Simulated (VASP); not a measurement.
# AlNi (Pm-3m) in VASP: notebook

AlNi is run at these levels: PBE; tasks: electric field gradients, single point.

Everything below comes from runs of VASP 6.6.1. Logs are shortened: lines on timing, memory, paths and dates and some standing lists are left out, and cuts for length are marked.

**1. The cell of the first run**

Symmetry: Pm-3m, No. 221, cubic system. Conventional cell: a = 2.919 Å, b = 2.919 Å, c = 2.919 Å, α = 90.00°, β = 90.00°, γ = 90.00°. Within 3.3 Å of Al (site symmetry m-3m) lie 8 Ni at 2.53 Å and 6 Al at 2.92 Å. Within 3.3 Å of Ni (site symmetry m-3m) lie 8 Al at 2.53 Å and 6 Ni at 2.92 Å.

**2. Electric field gradients, PBE, collinear spin, ferromagnetic start (12.43 Å³/atom)**

Input file INCAR:

```
PREC = Accurate
ENCUT = 520
EDIFF = 1E-8
ISMEAR = -1
SIGMA = 0.03
LREAL = False
LASPH = True
NELM = 200
ALGO = Normal
ISIF = 2
LWAVE = False
LCHARG = False
ISPIN = 2
MAGMOM = 0 1.5
LORBIT = 11
LMAXMIX = 4
GGA = PE
LEFG = True
NBANDS = 18
GGA_COMPAT = False
```

Input file KPOINTS:

```
regular mesh
0
Gamma
  14 14 14
```

Input file POSCAR:

```
AlNi
1.0
    2.9189122424      0.0000000000      0.0000000000
    0.0000000000      2.9189122424      0.0000000000
    0.0000000000      0.0000000000      2.9189122424
Al Ni
1 1
Direct
    0.0000000000      0.0000000000      0.0000000000
    0.5000000000      0.5000000000      0.5000000000
```

Potentials or basis: VASP PAW PBE potentials, release 64 (Al, Ni).

Run with:

```
$ cat potpaw_PBE.64/Al/POTCAR potpaw_PBE.64/Ni/POTCAR > POTCAR
$ mpirun -np 1 vasp_std > vasp.out
```

OUTCAR:

```text
PREC = Accurate
   ENCUT = 520
   EDIFF = 1E-8
   ISMEAR = -1
   LREAL = False
   LASPH = True
   NELM = 200
   ISIF = 2
   ISPIN = 2
   LORBIT = 11
   GGA = PE

 ion  position               nearest neighbor table
   1  0.000  0.000  0.000-   2 2.53   2 2.53   2 2.53   2 2.53   2 2.53   2 2.53   2 2.53   2 2.53

   2  0.500  0.500  0.500-   1 2.53   1 2.53   1 2.53   1 2.53   1 2.53   1 2.53   1 2.53   1 2.53

  LATTYP: Found a simple cubic cell.
 ALAT       =     2.9189122424

  Lattice vectors:

 A1 = (   2.9189122424,   0.0000000000,   0.0000000000)
 A2 = (   0.0000000000,   2.9189122424,   0.0000000000)
 A3 = (   0.0000000000,   0.0000000000,   2.9189122424)

Analysis of symmetry for initial positions (statically):
=====================================================================
 Subroutine PRICEL returns:
 Original cell was already a primitive cell.

 Routine SETGRP: Setting up the symmetry group for a
 simple cubic supercell.

 Subroutine GETGRP returns: Found 48 space group operations
 (whereof 48 operations were pure point group operations)
 out of a pool of 48 trial point group operations.

The static configuration has the point symmetry O_h .

Analysis of symmetry for dynamics (positions and initial velocities):
=====================================================================
 Subroutine PRICEL returns:
 Original cell was already a primitive cell.

 Routine SETGRP: Setting up the symmetry group for a
 simple cubic supercell.

 Subroutine GETGRP returns: Found 48 space group operations
 (whereof 48 operations were pure point group operations)
 out of a pool of 48 trial point group operations.

The dynamic configuration has the point symmetry O_h .

Analysis of structural, dynamic, and magnetic symmetry:
=====================================================================
 Subroutine PRICEL returns:
 Original cell was already a primitive cell.

 Routine SETGRP: Setting up the symmetry group for a
 simple cubic supercell.

 Subroutine GETGRP returns: Found 48 space group operations
 (whereof 48 operations were pure point group operations)
 out of a pool of 48 trial point group operations.

[... 165 lines left out ...]
      5       8.0555      1.00000
      6       8.0555      1.00000
[... 493 lines left out ...]
     17      31.2953      0.00000
     18      33.4275      0.00000

 [... further k-points ...]

 spin component 2

 k-point     1 :       0.0000    0.0000    0.0000
  band No.  band energies     occupation
      1      -1.3377      1.00000
      2       6.4751      1.00000
      3       6.4751      1.00000
      4       8.0555      1.00000
      5       8.0555      1.00000
      6       8.0555      1.00000
[... 493 lines left out ...]
     17      31.2953      0.00000
     18      33.4275      0.00000

 [... further k-points ...]

------------------------ aborting loop because EDIFF is reached ----------------------------------------

  FORCE on cell =-STRESS in cart. coord.  units (eV):
  Direction    XX          YY          ZZ          XY          YZ          ZX
  --------------------------------------------------------------------------------------
  -------------------------------------------------------------------------------------
  Total       -0.6155058     -0.6155058     -0.6155058     -0.0000000     -0.0000000     -0.0000000
  in kB      -39.6533238    -39.6533238    -39.6533238     -0.0000000     -0.0000000     -0.0000000
  external PRESSURE =     -39.6533238 kB  Pullay stress =       0.0000000 kB

 VOLUME and BASIS-vectors are now :
 -----------------------------------------------------------------------------
  energy-cutoff  :      520.00
  volume of cell :       24.87
      direct lattice vectors                 reciprocal lattice vectors
     2.918912242  0.000000000  0.000000000     0.342593376  0.000000000  0.000000000
     0.000000000  2.918912242  0.000000000     0.000000000  0.342593376  0.000000000
     0.000000000  0.000000000  2.918912242     0.000000000  0.000000000  0.342593376

 POSITION                                       TOTAL-FORCE (eV/Angst)
 -----------------------------------------------------------------------------------
      0.00000      0.00000      0.00000         0.000000      0.000000      0.000000
      1.45946      1.45946      1.45946         0.000000      0.000000      0.000000
 -----------------------------------------------------------------------------------
    total drift:                                0.000000      0.000000     -0.000000

  FREE ENERGIE OF THE ION-ELECTRON SYSTEM (eV)
  ---------------------------------------------------
  free  energy   TOTEN  =       -10.5302565433 eV

  energy  without entropy=      -10.5270035922  energy(sigma->0) =      -10.52863007

 Electric field gradients (V/A^2)
---------------------------------------------------------------------
 ion       V_xx      V_yy      V_zz      V_xy      V_xz      V_yz
---------------------------------------------------------------------
   1      -0.000    -0.000     0.000     0.000    -0.000    -0.000
   2       0.000     0.000    -0.000     0.000    -0.000    -0.000
---------------------------------------------------------------------

 Electric field gradients after diagonalization (V/A^2)
 (convention: |V_zz| > |V_xx| > |V_yy|)
----------------------------------------------------------------------
 ion       V_xx      V_yy      V_zz     asymmetry (V_yy - V_xx)/ V_zz
----------------------------------------------------------------------
   1      -0.000    -0.000     0.000       0.546
   2       0.000     0.000    -0.000       0.052
----------------------------------------------------------------------

           NMR quadrupolar parameters

 Cq : quadrupolar parameter    Cq=e*Q*V_zz/h
 eta: asymmetry parameters     (V_yy - V_xx)/ V_zz
 Q  : nuclear electric quadrupole moment in mb (millibarn)
----------------------------------------------------------------------
 ion       Cq(MHz)       eta       Q (mb)
----------------------------------------------------------------------
   1       0.000       0.546       1.000
   2      -0.000       0.052       1.000
----------------------------------------------------------------------

 total charge

# of ion       s       p       d       tot
------------------------------------------
    1        0.381   0.397   0.000   0.778
    2        0.460   0.482   8.457   9.399
--------------------------------------------------
tot          0.841   0.879   8.457  10.177

 magnetization (x)

# of ion       s       p       d       tot
------------------------------------------
    1        0.000   0.000   0.000   0.000
    2       -0.000  -0.000  -0.000  -0.000
--------------------------------------------------
tot         -0.000  -0.000  -0.000  -0.000
```

stdout:

```text
POSCAR found type information on POSCAR AlNi
 POSCAR found :  2 types and       2 ions
 scaLAPACK will be used
 LDA part: xc-table for (Slater+PW92), standard interpolation
 POSCAR, INCAR and KPOINTS ok, starting setup
 FFT: planning ... GRIDC
 FFT: planning ... GRID_SOFT
 FFT: planning ... GRID
 WAVECAR not read
 entering main loop
ion   1

ion   2
```

Wall time 2.4 min (1 thread of Intel Xeon 8259CL, shared host); peak memory 0.21 GiB.

Results:

* Free energy: -10.5303 eV
* Pressure: -4.0 GPa
* Net moment: 0.00 μB per cell
* Largest electric field gradient by atom: zero within the noise of the run
* Valence electrons inside the program's atomic spheres: Al 0.78; Ni 9.40

Caveat: the cell stands under tension.

(Continued in part 2 of 2.)
